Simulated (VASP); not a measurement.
# Be3CdO4 (C2/m) in VASP: single point with PBE

Aim: the single point of Be3CdO4 with PBE.

All numbers are computed with VASP 6.6.1; they aren't measurements. Logs are shortened: lines on timing, memory, paths and dates and some standing lists are left out, and cuts for length are marked.

### 1 The cell of the first run

It takes space group C2/m (No. 12, monoclinic). The conventional cell has a = 9.045 Å, b = 2.702 Å, c = 5.678 Å, α = 90.00°, β = 97.79°, γ = 90.00°. Within 2.5 Å of Be (site symmetry 2/m) lie 6 O at 1.86 to 1.90 Å and 4 Be at 2.42 Å. Within 2.2 Å of Be (site symmetry m) lie 5 O at 1.63 to 2.07 Å. Cd (site symmetry 2/m) has 8 O at 2.31 to 3.36 Å and 2 Cd at 2.70 Å and 10 Be at 2.87 to 3.30 Å within 3.4 Å. Within 2.2 Å of O (site symmetry m) lie 3 Be at 1.68 to 1.86 Å. O (site symmetry m) has 5 Be at 1.63 to 2.07 Å within 2.2 Å.

The cell was built from a structure type or drawn by symmetry, and may not be a known phase.

### 2 Single point, PBE

INCAR

```
SYSTEM = Be3CdO4
ALGO = Normal ; EDIFF = 1E-6
ENCUT = 600 ; GGA = PE
GGA_COMPAT = .FALSE. ; ISIF = 2
ISMEAR = 0 ; LASPH = .TRUE.
LCHARG = .TRUE. ; LELF = .TRUE.
LREAL = .FALSE. ; LVHAR = .TRUE.
LWAVE = .FALSE. ; NBANDS = 31
NELM = 120 ; PREC = Accurate
SIGMA = 0.15
```

KPOINTS

```
k-points
0
G
  4 4 3
  0 0 0
```

POSCAR

```
Be3CdO4
1.0
    4.5226336630     -1.3508217113      0.0191562623
    4.5226336630      1.3508217113      0.0191562623
   -0.7929216765      0.0000000000      5.6219535421
Be Cd O
3 1 4
Direct
    0.5000000000      0.5000000000      0.5000000000
    0.7889693904      0.7889693904      0.3347104113
    0.2110306096      0.2110306096      0.6652895887
    0.0000000000      0.0000000000      0.0000000000
    0.3641695893      0.3641695893      0.2222466511
    0.6358304107      0.6358304107      0.7777533489
    0.1240562579      0.1240562579      0.3946720515
    0.8759437421      0.8759437421      0.6053279485
```

Potentials or basis: VASP PAW PBE potentials, release 64 (Be, Cd, O).

On the command line:

```sh
> cat potpaw_PBE.64/Be/POTCAR potpaw_PBE.64/Cd/POTCAR potpaw_PBE.64/O/POTCAR > POTCAR
> mpirun -np 1 vasp_std > vasp.out
```

OUTCAR:

```text
SYSTEM = Be3CdO4
   EDIFF = 1E-6
   ENCUT = 600
   GGA = PE
   ISIF = 2
   ISMEAR = 0
   LASPH = .TRUE.
   LREAL = .FALSE.
   NELM = 120
   PREC = Accurate

 ion  position               nearest neighbor table
   1  0.500  0.500  0.500-   5 1.86   6 1.86   7 1.90   7 1.90   8 1.90   8 1.90
   2  0.789  0.789  0.335-   8 1.63   5 1.68   5 1.68   7 2.07   7 2.07   4 2.87
   3  0.211  0.211  0.665-   7 1.63   6 1.68   6 1.68   8 2.07   8 2.07   4 2.87
   4  0.000  0.000  0.000-   6 2.31   6 2.31   5 2.31   5 2.31   7 2.37   8 2.37   2 2.87   3 2.87

   5  0.364  0.364  0.222-   2 1.68   2 1.68   1 1.86   4 2.31   4 2.31
   6  0.636  0.636  0.778-   3 1.68   3 1.68   1 1.86   4 2.31   4 2.31
   7  0.124  0.124  0.395-   3 1.63   1 1.90   1 1.90   2 2.07   2 2.07   4 2.37
   8  0.876  0.876  0.605-   2 1.63   1 1.90   1 1.90   3 2.07   3 2.07   4 2.37

  LATTYP: Found a base centered monoclinic cell.
 ALAT       =     9.0453484647
 B/A-ratio  =     0.2986776500
 C/A-ratio  =     0.6276811942
 COS(beta)  =    -0.1354626688

  Lattice vectors:

 A1 = (   4.5226336630,  -1.3508217113,   0.0191562623)
 A2 = (   4.5226336630,   1.3508217113,   0.0191562623)
 A3 = (  -0.7929216765,   0.0000000000,   5.6219535421)

Analysis of symmetry for initial positions (statically):
=====================================================================
 Subroutine PRICEL returns:
 Original cell was already a primitive cell.

 Routine SETGRP: Setting up the symmetry group for a
 base centered monoclinic supercell.

 Subroutine GETGRP returns: Found  4 space group operations
 (whereof  4 operations were pure point group operations)
 out of a pool of  4 trial point group operations.

The static configuration has the point symmetry C_2h.

Analysis of symmetry for dynamics (positions and initial velocities):
=====================================================================
 Subroutine PRICEL returns:
 Original cell was already a primitive cell.

 Routine SETGRP: Setting up the symmetry group for a
 base centered monoclinic supercell.

 Subroutine GETGRP returns: Found  4 space group operations
 (whereof  4 operations were pure point group operations)
 out of a pool of  4 trial point group operations.

The dynamic configuration has the point symmetry C_2h.

 Subroutine INISYM returns: Found  4 space group operations
 (whereof  4 operations are pure point group operations),
 and found     1 'primitive' translations

----------------------------------------------------------------------------------------

                                     Primitive cell

  volume of cell :      68.7331

  direct lattice vectors                    reciprocal lattice vectors
     4.522633663 -1.350821711  0.019156262     0.110489046 -0.370145072  0.015583402
     4.522633663  1.350821711  0.019156262     0.110489046  0.370145072  0.015583402
    -0.792921677  0.000000000  5.621953542    -0.000752961  0.000000000  0.177767915

  length of vectors
     4.720095498  4.720095498  5.677595126     0.386598042  0.386598042  0.177769510

  position of ions in fractional coordinates (direct lattice)
     0.500000000  0.500000000  0.500000000
     0.788969390  0.788969390  0.334710411
     0.211030610  0.211030610  0.665289589
     0.000000000  0.000000000  0.000000000
     0.364169589  0.364169589  0.222246651
     0.635830411  0.635830411  0.777753349
     0.124056258  0.124056258  0.394672052
     0.875943742  0.875943742  0.605327948

  ion indices of the primitive-cell ions
   primitive index   ion index
                 1           1
                 2           2
                 3           3
                 4           4
                 5           5
                 6           6
                 7           7
                 8           8

----------------------------------------------------------------------------------------

 KPOINTS: k-points

Automatic generation of k-mesh.
 Grid dimensions read from file:
 generate k-points for:    4    4    3

 Generating k-lattice:

  Cartesian coordinates                     Fractional coordinates (reciprocal lattice)
     0.027622262 -0.092536268  0.003895850     0.250000000 -0.000000000  0.000000000
     0.027622262  0.092536268  0.003895850    -0.000000000  0.250000000  0.000000000
    -0.000250987  0.000000000  0.059255972     0.000000000  0.000000000  0.333333333

  Length of vectors
     0.096649511  0.096649511  0.059256503

  Shift w.r.t. Gamma in fractional coordinates (k-lattice)
     0.000000000  0.000000000  0.000000000

 Subroutine IBZKPT returns following result:
 ===========================================

 Found     17 irreducible k-points:

 Following reciprocal coordinates:
            Coordinates               Weight
  0.000000  0.000000  0.000000      1.000000
  0.250000 -0.000000  0.000000      4.000000
  0.500000 -0.000000  0.000000      2.000000
  0.250000  0.250000  0.000000      2.000000
  0.500000  0.250000  0.000000      4.000000
 -0.250000  0.250000  0.000000      2.000000
[... 9 lines left out ...]
 -0.250000  0.500000  0.333333      4.000000
 -0.250000 -0.250000  0.333333      2.000000
   k-points           NKPTS =     17   k-points in BZ     NKDIM =     17   number of bands    NBANDS=     31
   number of dos      NEDOS =    301   number of ions     NIONS =      8
   total plane-waves  NPLWV =  76800
   dimension x,y,z NGX =    40 NGY =   40 NGZ =   48
   dimension x,y,z NGXF=    80 NGYF=   80 NGZF=   96
   ions per type =               3   1   4
   NGX,Y,Z   is equivalent  to a cutoff of  14.09, 14.09, 14.05 a.u.
   NGXF,Y,Z  is equivalent  to a cutoff of  28.18, 28.18, 28.11 a.u.
 SYSTEM =  Be3CdO4
   PREC   = accura    normal or accurate (medium, high low for compatibility)
   ISTART =      0    job   : 0-new  1-cont  2-samecut
   ICHARG =      2    charge: 1-file 2-atom 10-const
   ISPIN  =      1    spin polarized calculation?
   LNONCOLLINEAR =      F non collinear calculations
   LSORBIT =      F    spin-orbit coupling
   LASPH  =      T    aspherical Exc in radial PAW
   ENCUT  =  600.0 eV  44.10 Ry    6.64 a.u.   9.43  9.43 11.34*2*pi/ulx,y,z
   NELM   =    120;   NELMIN=  2; NELMDL= -5     # of ELM steps
   EDIFF  = 0.1E-05   stopping-criterion for ELM
   LREAL  =      F    real-space projection
   EDIFFG = 0.1E-04   stopping-criterion for IOM
   NSW    =      0    number of steps for IOM
   IBRION =     -1    ionic relax: 0-MD 1-quasi-New 2-CG
   NFREE  =      0    steps in history (QN), initial steepest desc. (CG)
   ISIF   =      2    stress and relaxation
   ISYM   =      2    0-nonsym 1-usesym 2-fastsym
   POTIM  = 0.5000    time-step for ionic-motion
   TEBEG  =    0.0;   TEEND  =   0.0 temperature during run
   PSTRESS=    0.0 pullay stress
   NELECT =      42.0000    total number of electrons
   NUPDOWN=      -1.0000    fix difference up-down
   EMIN   =  10.00;   EMAX   =-10.00  energy-range for DOS
   EFERMI =   0.00;   METHOD = LEGACY
   ISMEAR =     0;   SIGMA  =   0.15  broadening in eV -4-tet -1-fermi 0-gaus
   EFERMI_NEDOS =   21; number of points for ismear=-14 and -15
   IALGO  =     38    algorithm
   IMIX   =      4    mixing-type and parameters
     AMIX     =   0.40;   BMIX     =  1.00
     AMIX_MAG =   1.60;   BMIX_MAG =  1.00
  volume/ion in A,a.u.               =       8.59        57.98
  Fermi-wavevector in a.u.,A,eV,Ry     =   1.389214  2.625234 26.258106  1.929916
  Thomas-Fermi vector in A             =   2.513266
   LORBIT       =      0    0 simple, 1 ext, 2 COOP (PROOUT), +10 PAW based schemes
   GGA     = PE    functional components
   LHFCALC =     F    Hartree Fock is set to
   AEXX    =    0.0000 exact exchange contribution
   IVDW    =     0    specifies the selected vdW correction
   LEPSILON=     F    determine dielectric tensor
   LRPA    =     F    only Hartree local field effects (RPA)
 non-spin polarized calculation
 Gauss-broadening in eV      SIGMA  =   0.15
  energy-cutoff  :      600.00
  volume of cell :       68.73
 maximum number of plane-waves:      2317
 NGX is ok and might be reduce to    40
   NGX = 19   NGY = 19   NGZ = 23

 number of electron      42.0000005 magnetization

 Free energy of the ion-electron system (eV)
  ---------------------------------------------------
  ext. energy  EPLUGINS =         0.00000000
  ---------------------------------------------------
  free energy    TOTEN  =       -46.42155640 eV

  energy without entropy =      -46.42155640  energy(sigma->0) =      -46.42155640

 E-fermi :   4.0325     XC(G=0): -11.3569

 val. band max:        3.3465002166   @ k =   0.5000   0.5000   0.0000
 cond. band min:       5.9664644627   @ k =   0.0000   0.0000   0.0000
 fundamental gap:      2.6199642461
 Fermi energy:         4.0325442537

 k-point     1 :       0.0000    0.0000    0.0000
  band No.  band energies     occupation
      1     -15.4602      2.00000
      2     -14.0986      2.00000
      3     -13.3985      2.00000
      4     -13.2304      2.00000
      5      -4.9435      2.00000
      6      -3.9892      2.00000
[... 23 lines left out ...]
     30      16.8759      0.00000
     31      17.2793      0.00000

 k-point     2 :       0.2500   -0.0000    0.0000
  band No.  band energies     occupation
      1     -14.8726      2.00000
      2     -13.8479      2.00000
      3     -13.1409      2.00000
      4     -13.0362      2.00000
      5      -3.9443      2.00000
      6      -3.9011      2.00000
[... 23 lines left out ...]
     30      16.2054      0.00000
     31      16.5031      0.00000

 k-point     3 :       0.5000   -0.0000    0.0000
  band No.  band energies     occupation
      1     -13.8491      2.00000
      2     -13.6577      2.00000
      3     -13.2269      2.00000
      4     -12.7625      2.00000
      5      -4.4718      2.00000
      6      -4.2411      2.00000
[... 23 lines left out ...]
     30      16.0682      0.00000
     31      16.1041      0.00000

 k-point     4 :       0.2500    0.2500    0.0000
  band No.  band energies     occupation
      1     -15.2558      2.00000
      2     -14.2061      2.00000
      3     -13.5520      2.00000
      4     -13.2803      2.00000
      5      -4.9527      2.00000
      6      -3.7263      2.00000
[... 23 lines left out ...]
     30      16.6542      0.00000
     31      17.1011      0.00000

 k-point     5 :       0.5000    0.2500    0.0000
  band No.  band energies     occupation
      1     -14.5260      2.00000
      2     -14.0024      2.00000
      3     -13.3300      2.00000
      4     -13.1762      2.00000
      5      -3.9194      2.00000
      6      -3.8515      2.00000
[... 23 lines left out ...]
     30      16.5430      0.00000
     31      16.9550      0.00000
[... 304 lines left out ...]
     30      16.4057      0.00000
     31      16.7391      0.00000

 k-point    15 :       0.5000    0.5000    0.3333
  band No.  band energies     occupation
      1     -14.7306      2.00000
      2     -14.6474      2.00000
      3     -13.6451      2.00000
      4     -13.4005      2.00000
      5      -4.9799      2.00000
      6      -3.8834      2.00000
[... 23 lines left out ...]
     30      16.3417      0.00000
     31      16.8693      0.00000

 k-point    16 :      -0.2500    0.5000    0.3333
  band No.  band energies     occupation
      1     -14.4927      2.00000
      2     -14.0053      2.00000
      3     -13.3476      2.00000
      4     -13.1988      2.00000
      5      -4.0260      2.00000
      6      -3.8625      2.00000
[... 23 lines left out ...]
     30      16.1087      0.00000
     31      16.6110      0.00000

 k-point    17 :      -0.2500   -0.2500    0.3333
  band No.  band energies     occupation
      1     -15.1768      2.00000
      2     -14.3215      2.00000
      3     -13.5834      2.00000
      4     -13.2293      2.00000
      5      -4.9881      2.00000
      6      -3.8984      2.00000
[... 23 lines left out ...]
     30      16.5457      0.00000
     31      16.6563      0.00000

------------------------ aborting loop because EDIFF is reached ----------------------------------------

  FORCE on cell =-STRESS in cart. coord.  units (eV):
  Direction    XX          YY          ZZ          XY          YZ          ZX
  --------------------------------------------------------------------------------------
  -------------------------------------------------------------------------------------
  Total       -0.0609967      0.0941859      0.5053693      0.0000000      0.0000000      0.0130111
  in kB       -1.4218408      2.1954837     11.7802200      0.0000000      0.0000000      0.3032909
  external PRESSURE =       4.1846210 kB  Pullay stress =       0.0000000 kB

 VOLUME and BASIS-vectors are now :
 -----------------------------------------------------------------------------
  energy-cutoff  :      600.00
  volume of cell :       68.73
      direct lattice vectors                 reciprocal lattice vectors
     4.522633663 -1.350821711  0.019156262     0.110489046 -0.370145072  0.015583402
     4.522633663  1.350821711  0.019156262     0.110489046  0.370145072  0.015583402
    -0.792921677  0.000000000  5.621953542    -0.000752961  0.000000000  0.177767915

 POSITION                                       TOTAL-FORCE (eV/Angst)
 -----------------------------------------------------------------------------------
      4.12617      0.00000      2.83013         0.000000      0.000000     -0.000000
      6.87104      0.00000      1.91195        -0.022111     -0.000000     -0.021830
      1.38131      0.00000      3.74831         0.022111     -0.000000      0.021830
      0.00000      0.00000      0.00000         0.000000     -0.000000     -0.000000
      3.11779      0.00000      1.26341        -0.016677     -0.000000     -0.002312
      5.13456      0.00000      4.39685         0.016677     -0.000000      0.002312
      0.80918      0.00000      2.22358         0.006203     -0.000000      0.024833
      7.44317      0.00000      3.43669        -0.006203     -0.000000     -0.024833
 -----------------------------------------------------------------------------------
    total drift:                               -0.000000     -0.000000      0.000000

  FREE ENERGIE OF THE ION-ELECTRON SYSTEM (eV)
  ---------------------------------------------------
  free  energy   TOTEN  =       -46.4215563977 eV

  energy  without entropy=      -46.4215563977  energy(sigma->0) =      -46.42155640
```

It took 44 s on 1 thread of AMD EPYC 9R45 (Zen 5), shared host; peak memory 0.24 GiB.

What came out:

```yaml
Free_energy: -46.4216 eV
Pressure: 0.4 GPa
Largest_force: 0.031 eV/Å
Band_gap_on_the_k_mesh: 2.62 eV (least direct gap 2.74 eV)
```

Forces in eV/Å, atoms in the order of the input:
```
Be   0.000  0.000  0.000
Be  -0.022  0.000 -0.022
Be   0.022  0.000  0.022
Cd   0.000  0.000  0.000
O   -0.017  0.000 -0.002
O    0.017  0.000  0.002
O    0.006  0.000  0.025
O   -0.006  0.000 -0.025
```

Caveat: the k points lie up to 0.61 Å⁻¹ apart; an odd mesh through Γ misses points on the zone boundary, where band edges can lie.
